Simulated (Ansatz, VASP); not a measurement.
**One calculation of SnO, two programs**

Contents of INCAR:

```
SYSTEM = SnO
PREC     = Accurate       ! precision mode
ENCUT    = 520            ! plane-wave cutoff, eV
EDIFF    = 1E-6           ! SCF threshold, eV
ISMEAR   = 0              ! smearing method
SIGMA    = 0.05           ! smearing width, eV
LREAL    = .FALSE.        ! projectors in reciprocal space
LASPH    = .TRUE.         ! aspherical terms in the spheres
NELM     = 120            ! most SCF steps
ALGO     = Normal         ! electronic algorithm
ISIF     = 2              ! what is computed and relaxed
LWAVE    = .FALSE.        ! write WAVECAR
LCHARG   = .FALSE.        ! write CHGCAR
LDIPOL   = .TRUE.       
IDIPOL   = 3            
DIPOL    = 0.5 0.5 0.407
GGA      = PE             ! functional
IVDW     = 12             ! dispersion correction
NBANDS   = 50             ! bands
GGA_COMPAT= .FALSE.      
NELMDL   = -8
```

KPOINTS

```
regular mesh
0
G
  7 7 1
  0 0 0
```

The input POSCAR:

```
SnO
1.0
    3.8201630995      0.0000000000      0.0000000000
    0.0000000000      3.8201630995      0.0000000000
    0.0000000000      0.0000000000     22.2260821294
Sn O
4 4
Direct
    0.7500000000      0.2500000000      0.2024648327
    0.2500000000      0.7500000000      0.3087832136
    0.6250000000      1.1250000000      0.5044992185
    1.1250000000      0.6250000000      0.6108175994
    0.2500000000      0.2500000000      0.2556240231
    0.7500000000      0.7500000000      0.2556240231
    1.1250000000      1.1250000000      0.5576584089
    0.6250000000      0.6250000000      0.5576584089
```

Input for Ansatz:

```yaml
crystal:
  lattice:
    - [3.8201630995, 0.0, 0.0]
    - [0.0, 3.8201630995, 0.0]
    - [0.0, 0.0, 22.2260821294]
  atoms:
    - { symbol: Sn, position: [0.75, 0.25, 0.2024648327] }
    - { symbol: O, position: [0.25, 0.25, 0.2556240231] }
    - { symbol: O, position: [0.75, 0.75, 0.2556240231] }
    - { symbol: Sn, position: [0.25, 0.75, 0.3087832136] }
    - { symbol: Sn, position: [0.625, 1.125, 0.5044992185] }
    - { symbol: O, position: [1.125, 1.125, 0.5576584089] }
    - { symbol: O, position: [0.625, 0.625, 0.5576584089] }
    - { symbol: Sn, position: [1.125, 0.625, 0.6108175994] }
basis:
  ecutwfc: 420
kpoints:
  mp_grid: { grid: [7, 7, 1] }
hamiltonian:
  xc: pbe
  pseudopotentials: { kind: paw, azcp: { folder: soft_1 } }
  dispersion: d3bj
scf:
  occupations: { method: gaussian, width: 0.05 }
output:
  forces: true
  eigenvalues: true
efield:
  axis: 3
  dipole_correction: true
  ramp_width: 0.04
```

Alike in both runs: task single point; functional PBE; dispersion D3(BJ); k mesh 7 × 7 × 1; occupations gaussian, width 0.05 eV; no spin polarisation.

```csv
,VASP,Ansatz
version,VASP 6.6.1,Ansatz 0.2.0
potentials or method,"VASP PAW PBE potentials, release 64 (Sn_d, O), cutoff 520 eV","scalar-relativistic, plane waves, PAW"
valence electrons in the cell,80,80
```

```csv
,VASP,Ansatz,Ansatz less VASP
gap on the k mesh at the Fermi level (eV),2.59,2.64,+0.045
least direct gap on the mesh (eV),2.61,2.66,+0.043
rms of the force components (eV/Å),0.055,0.023,-0.0325
```
